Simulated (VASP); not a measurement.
TaN, 2 atoms in the cell. The structure is cubic, space group Fm-3m (No. 225). The conventional cell has a = 4.376 Å, b = 4.376 Å, c = 4.376 Å, α = 90.00°, β = 90.00°, γ = 90.00°. Within 2.9 Å of Ta (site symmetry m-3m) lie 6 N at 2.19 Å. Within 2.9 Å of N (site symmetry m-3m) lie 6 Ta at 2.19 Å. 

* Program: VASP 6.6.1
* Task: single point
* Functional: PBEsol
* Potentials or basis: VASP PAW PBE potentials, release 64 (Ta_sv_GW, N)
* Cutoff: 700 eV
* k mesh: 12 × 12 × 12
* Occupations: fermi-dirac, width 0.05 eV
* Spin: no spin polarisation
* Dipole correction: no
* Further INCAR settings: ALGO = Normal; EDIFF = 1e-06; NBANDS = 16

Potentials or basis: VASP PAW PBE potentials, release 64 (Ta_sv_GW, N).

The run is started by

```sh
$ cat potpaw_PBE.64/Ta_sv_GW/POTCAR potpaw_PBE.64/N/POTCAR > POTCAR
$ mpirun -np 1 vasp_std > vasp.out
```

Hardware: 1 thread of Intel(R) Xeon(R) 6975P-C (Granite Rapids), on a shared host.

**Question.** How long does it take, and how much memory?

**Answer.** Wall time 19 s on 1 thread of Intel(R) Xeon(R) 6975P-C (Granite Rapids), on a shared host, peak memory 0.19 GiB. Counts: scf iterations 13, k points 72.
